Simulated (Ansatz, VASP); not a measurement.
B in VASP and in Ansatz

```
CELL_PARAMETERS angstrom
15.00000 0.00000 0.00000
0.00000 15.50000 0.00000
0.00000 0.00000 16.00000
ATOMIC_POSITIONS crystal
B 0.50000 0.50000 0.50000
```

Alike in both runs: task single point; functional PBE; dispersion D3(BJ); k mesh 1 × 1 × 1; occupations gaussian, width 0.005 eV; collinear spin.

|  | VASP | Ansatz |
| --- | --- | --- |
| version | VASP 6.6.1 | Ansatz 0.2.0 |
| potentials or method | VASP PAW PBE potentials, release 64 (B), cutoff 520 eV | scalar-relativistic, plane waves, PAW |
| valence electrons in the cell | 3 | 3 |

```csv
,VASP,Ansatz,Ansatz less VASP
gap on the k mesh at the Fermi level (eV),0.41,0.55,+0.136
net moment per atom (μB),1.00,1.00,0.000
size of the moment on the site where the two differ most (μB),0.42,1.00,+0.580
```

Site moments also hang on the region over which each program counts them. Ansatz's warnings: magnetization residual over threshold, negative dielectric reading, stability check not made.
